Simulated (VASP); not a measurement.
# HPt3 in VASP: further runs, part 2 of 2

VASP 6.6.1. Earlier steps stand in the parts before.

### 4 Single point, PBE

INCAR

```
SYSTEM = HPt3
  ALGO = Normal
  DIPOL = 0.5 0.5 0.341
  EDIFF = 1E-7
  ENCUT = 520
  GGA = PE
  IDIPOL = 3
  ISIF = 2
  ISMEAR = 0
  LASPH = .TRUE.
  LCHARG = .FALSE.
  LDIPOL = .TRUE.
  LREAL = .FALSE.
  LWAVE = .FALSE.
  NBANDS = 24
  NELM = 60
  PREC = Accurate
  SIGMA = 0.1
```

KPOINTS

```
k-points
0
G
  9 9 1
  0 0 0
```

POSCAR

```
HPt3
1.0
    2.8071640668      0.0000000000      0.0000000000
    0.0000000000      2.8071640668      0.0000000000
    0.0000000000      0.0000000000     19.3513900635
Pt H
3 1
Direct
    0.5000000000      0.5000000000      0.2067034971
    0.0000000000      0.0000000000      0.3062505493
    0.5000000000      0.5000000000      0.4057274458
    0.8333333333      1.0000000000      0.4444427320
```

Potentials or basis: VASP PAW PBE potentials, release 64 (Pt, H).

Run with:

```bash
cat potpaw_PBE.64/Pt/POTCAR potpaw_PBE.64/H/POTCAR > POTCAR
mpirun -np 1 vasp_std > vasp.out
```

OUTCAR:

```text
SYSTEM = HPt3
   EDIFF = 1E-7
   ENCUT = 520
   GGA = PE
   ISIF = 2
   ISMEAR = 0
   LASPH = .TRUE.
   LREAL = .FALSE.
   NELM = 60
   PREC = Accurate

 ion  position               nearest neighbor table
   1  0.500  0.500  0.207-   2 2.77   2 2.77   2 2.77   2 2.77
   2  0.000  0.000  0.306-   3 2.77   3 2.77   3 2.77   3 2.77   1 2.77   1 2.77   1 2.77   1 2.77

   3  0.500  0.500  0.406-   4 1.85   4 1.85   2 2.77   2 2.77   2 2.77   2 2.77
   4  0.833  0.000  0.444-   3 1.85   3 1.85

  LATTYP: Found a simple tetragonal cell.
 ALAT       =     2.8071640668
 C/A-ratio  =     6.8935728739

  Lattice vectors:

 A1 = (   2.8071640668,   0.0000000000,   0.0000000000)
 A2 = (   0.0000000000,   2.8071640668,   0.0000000000)
 A3 = (   0.0000000000,   0.0000000000,  19.3513900635)

Analysis of symmetry for initial positions (statically):
=====================================================================
 Subroutine PRICEL returns:
 Original cell was already a primitive cell.

 Routine SETGRP: Setting up the symmetry group for a
 simple tetragonal supercell.

 Subroutine GETGRP returns: Found  2 space group operations
 (whereof  2 operations were pure point group operations)
 out of a pool of 16 trial point group operations.

The static configuration has the point symmetry C_1h.

Analysis of symmetry for dynamics (positions and initial velocities):
=====================================================================
 Subroutine PRICEL returns:
 Original cell was already a primitive cell.

 Routine SETGRP: Setting up the symmetry group for a
 simple tetragonal supercell.

 Subroutine GETGRP returns: Found  2 space group operations
 (whereof  2 operations were pure point group operations)
 out of a pool of 16 trial point group operations.

The dynamic configuration has the point symmetry C_1h.

 Subroutine INISYM returns: Found  2 space group operations
 (whereof  2 operations are pure point group operations),
 and found     1 'primitive' translations

[... 125 lines left out ...]
   IVDW    =     0    specifies the selected vdW correction
   LEPSILON=     F    determine dielectric tensor
   LRPA    =     F    only Hartree local field effects (RPA)
 non-spin polarized calculation
 Gauss-broadening in eV      SIGMA  =   0.10
  energy-cutoff  :      520.00
  volume of cell :      152.49
 maximum number of plane-waves:      4159
 NGX is ok and might be reduce to    24
   NGX = 11   NGY = 11   NGZ = 71

 dipolmoment           0.000000      0.000000      0.016344 electrons x Angstroem

 number of electron      30.9999998 magnetization

 dipolmoment           0.000000      0.000000     -0.010759 electrons x Angstroem

 Free energy of the ion-electron system (eV)
  ---------------------------------------------------
  ext. energy  EPLUGINS =         0.00000000
  ---------------------------------------------------
  free energy    TOTEN  =       -20.25058867 eV

  energy without entropy =      -20.21857074  energy(sigma->0) =      -20.23457971

 E-fermi :  -0.4849     XC(G=0):  -5.1426

 val. band max:       -0.4861726579   @ k =   0.4444   0.2222   0.0000
 cond. band min:      -0.4771192499   @ k =   0.3333   0.0000   0.0000
 fundamental gap:      0.0090534080
 Fermi energy:        -0.4849344685

 k-point     1 :       0.0000    0.0000    0.0000
  band No.  band energies     occupation
      1     -10.2016      2.00000
      2      -8.2958      2.00000
      3      -6.6756      2.00000
      4      -6.5293      2.00000
      5      -5.3804      2.00000
      6      -4.2532      2.00000
[... 637 lines left out ...]
     23       9.3151      0.00000
     24      10.1316      0.00000

 [... further k-points ...]

------------------------ aborting loop because EDIFF is reached ----------------------------------------

 vacuum level on the upper side and lower side of the slab       (xc-potential included)        -0.188         0.041

  FORCE on cell =-STRESS in cart. coord.  units (eV):
  Direction    XX          YY          ZZ          XY          YZ          ZX
  --------------------------------------------------------------------------------------
  -------------------------------------------------------------------------------------
  Total       -2.2035254     -2.6221255      1.6264806      0.0000000      0.0000000     -0.2388193
  in kB      -23.1515933    -27.5496630     17.0888059      0.0000000      0.0000000     -2.5091829
  external PRESSURE =     -11.2041501 kB  Pullay stress =       0.0000000 kB

 VOLUME and BASIS-vectors are now :
 -----------------------------------------------------------------------------
  energy-cutoff  :      520.00
  volume of cell :      152.49
      direct lattice vectors                 reciprocal lattice vectors
     2.807164067  0.000000000  0.000000000     0.356231405  0.000000000  0.000000000
     0.000000000  2.807164067  0.000000000     0.000000000  0.356231405  0.000000000
     0.000000000  0.000000000 19.351390063     0.000000000  0.000000000  0.051675874

 POSITION                                       TOTAL-FORCE (eV/Angst)
 -----------------------------------------------------------------------------------
      1.40358      1.40358      4.00000        -0.081813      0.000000     -0.079762
      0.00000      0.00000      5.92637         0.097922      0.000000     -0.711984
      1.40358      1.40358      7.85139         0.471995      0.000000      0.793961
      2.33930      0.00000      8.60058        -0.488104      0.000000     -0.002215
 -----------------------------------------------------------------------------------
    total drift:                                0.000076      0.000000      0.000015

  FREE ENERGIE OF THE ION-ELECTRON SYSTEM (eV)
  ---------------------------------------------------
  free  energy   TOTEN  =       -20.2505886719 eV

  energy  without entropy=      -20.2185707420  energy(sigma->0) =      -20.23457971

 vacuum level on the upper side and lower side of the slab         4.941         5.166
```

stdout:

```text
POSCAR found type information on POSCAR PtH
 POSCAR found :  2 types and       4 ions
 scaLAPACK will be used
 LDA part: xc-table for (Slater+PW92), standard interpolation
 POSCAR, INCAR and KPOINTS ok, starting setup
 FFT: planning ... GRIDC
 FFT: planning ... GRID_SOFT
 FFT: planning ... GRID
 WAVECAR not read
 entering main loop
```

It took 3.7 min on 1 thread of Intel Xeon 8259CL, shared host; peak memory 0.31 GiB.

Results:

```yaml
Free_energy: -20.2506 eV
Largest_force: 0.924 eV/Å
Band_gap_on_the_k_mesh: zero (an odd number of electrons rules out a gap without spin polarisation)
```

Forces on the atoms (eV/Å):
```
Pt  -0.082  0.000 -0.080
Pt   0.098  0.000 -0.712
Pt   0.472  0.000  0.794
H   -0.488  0.000 -0.002
```

Caveat: spin-orbit coupling is left out, which moves the levels of the heavy elements.

### 5 Single point, PBE

INCAR

```
SYSTEM = HPt3
  PREC = Accurate
  ENCUT = 520
  EDIFF = 1E-7
  ISMEAR = 0
  SIGMA = 0.1
  LREAL = .False.
  LASPH = .True.
  NELM = 100
  ALGO = Normal
  ISIF = 2
  LWAVE = .False.
  LCHARG = .False.
  LDIPOL = .True.
  IDIPOL = 3
  DIPOL = 0.5 0.5 0.344
  GGA = PE
  NBANDS = 24
```

KPOINTS

```
Automatic mesh
0
Gamma
  9 9 1
  0 0 0
```

POSCAR, as its differences from that of step 4:

```diff
@@ -11,2 +11,2 @@
     0.5000000000      0.5000000000      0.4057274458
-    0.8333333333      1.0000000000      0.4444427320
+    0.6666666667      1.0000000000      0.4566342024
```

Run with:

```bash
cat potpaw_PBE.64/Pt/POTCAR potpaw_PBE.64/H/POTCAR > POTCAR
mpirun -np 1 vasp_std > vasp.out
```

It took 4.3 min on 1 thread of Intel Xeon 8259CL, shared host; peak memory 0.31 GiB.

The run converged. Its results:

| Item | Value |
| --- | --- |
| Free energy | -20.4397 eV |
| Largest force | 0.675 eV/Å |
| Band gap on the k mesh | zero (an odd number of electrons rules out a gap without spin polarisation) |

Forces on the atoms (eV/Å):
```
Pt  -0.074  0.000 -0.077
Pt   0.087  0.000 -0.558
Pt   0.261  0.000  0.622
H   -0.274  0.000  0.012
```

Levels at points of the mesh, in eV from the Fermi level:
| k point | band 13 | band 14 | band 15 | band 16 | band 17 | band 18 | band 19 | band 20 |
| --- | --- | --- | --- | --- | --- | --- | --- | --- |
| (0.00, 0.00, 0.00) | -1.37 | -1.31 | -0.59 | 0.01 | 0.07 | 0.09 | 1.46 | 5.16 |

Caveat: spin-orbit coupling is left out, which moves the levels of the heavy elements.

### 6 Relaxation of the atoms, PBE

INCAR

```
SYSTEM = HPt3
ALGO = Normal ; DIPOL = 0.5 0.5 0.351
EDIFF = 1E-7 ; EDIFFG = -0.025
ENCUT = 520 ; GGA = PE
IBRION = 2 ; IDIPOL = 3
ISIF = 2 ; ISMEAR = 0
LASPH = .TRUE. ; LCHARG = .FALSE.
LDIPOL = .TRUE. ; LREAL = .FALSE.
LWAVE = .FALSE. ; NELM = 60
NSW = 36 ; PREC = Accurate
SIGMA = 0.1
```

KPOINTS

```
k-points
0
G
  9 9 1
  0 0 0
```

POSCAR

```
HPt3
1.0
    2.8071640668      0.0000000000      0.0000000000
    0.0000000000      2.8071640668      0.0000000000
    0.0000000000      0.0000000000     19.3513900635
Pt H
3 1
Selective dynamics
Direct
    0.5000000000      0.5000000000      0.2067034971  F F F
    0.0000000000      0.0000000000      0.3062505493  F F F
    0.5000000000      0.5000000000      0.4057274458  F F F
    0.5000000000      0.6666666667      0.4834063473  F F T
```

Potentials or basis: VASP PAW PBE potentials, release 64 (Pt, H).

Run with:

```bash
cat potpaw_PBE.64/Pt/POTCAR potpaw_PBE.64/H/POTCAR > POTCAR
mpirun -np 1 vasp_std > vasp.out
```

Wall time 2.1 min (1 thread of AMD EPYC 7R13 (Zen 3), shared host); peak memory 0.28 GiB.

Results (log left out):

```
Free energy               : -20.2814 eV
Energy gained by relaxing : 0.0 meV/atom
Ionic steps               : 2
Band gap on the k mesh    : zero (an odd number of electrons rules out a gap without spin polarisation)
```

Final structure:
```cif
data_structure
_symmetry_space_group_name_H-M 'P 1'
_symmetry_Int_Tables_number 1
_cell_length_a 2.8072
_cell_length_b 2.8072
_cell_length_c 19.3514
_cell_angle_alpha 90.000
_cell_angle_beta 90.000
_cell_angle_gamma 90.000
_cell_volume 152.49
loop_
_atom_site_label
_atom_site_type_symbol
_atom_site_fract_x
_atom_site_fract_y
_atom_site_fract_z
_atom_site_occupancy
Pt1 Pt 0.50000 0.50000 0.20670 1
Pt2 Pt 0.00000 0.00000 0.30625 1
Pt3 Pt 0.50000 0.50000 0.40573 1
H1 H 0.50000 0.66667 0.48329 1
```

Levels at points of the mesh, in eV from the Fermi level:
```tsv
k point	band 13	band 14	band 15	band 16	band 17	band 18	band 19
(0.00, 0.00, 0.00)	-1.35	-1.21	-0.48	0.04	0.04	0.08	1.40
```

Caveat: spin-orbit coupling is left out, which moves the levels of the heavy elements.

### 7 Overview

| task | cell | atoms held fixed (from 0) | atoms held along some axes (from 0) | gap on the mesh (eV) | largest force (eV/Å) |
| --- | --- | --- | --- | --- | --- |
| single point | as given, atomic positions A | - | - | none | 0.62 |
| single point | as given, atomic positions B | - | - | none | 0.58 |
| single point | as given, atomic positions C | - | - | none | 0.92 |
| single point | as given, atomic positions D | - | - | none | 0.67 |
| relaxation of the atoms | atoms relaxed, atomic positions E | [0, 1, 2] | atom 3 along a and b | none | - |

Alike in all rows: level PBE; potentials or basis VASP PAW PBE potentials, release 64 (Pt, H); no spin polarisation; k mesh 9 × 9 × 1; cutoff (eV) 520; smearing gaussian 0.1 eV.

Caveats: spin-orbit coupling is left out, which moves the levels of the heavy elements.

Total energies depend on the potentials used, so only differences within one code and one set of settings carry meaning.
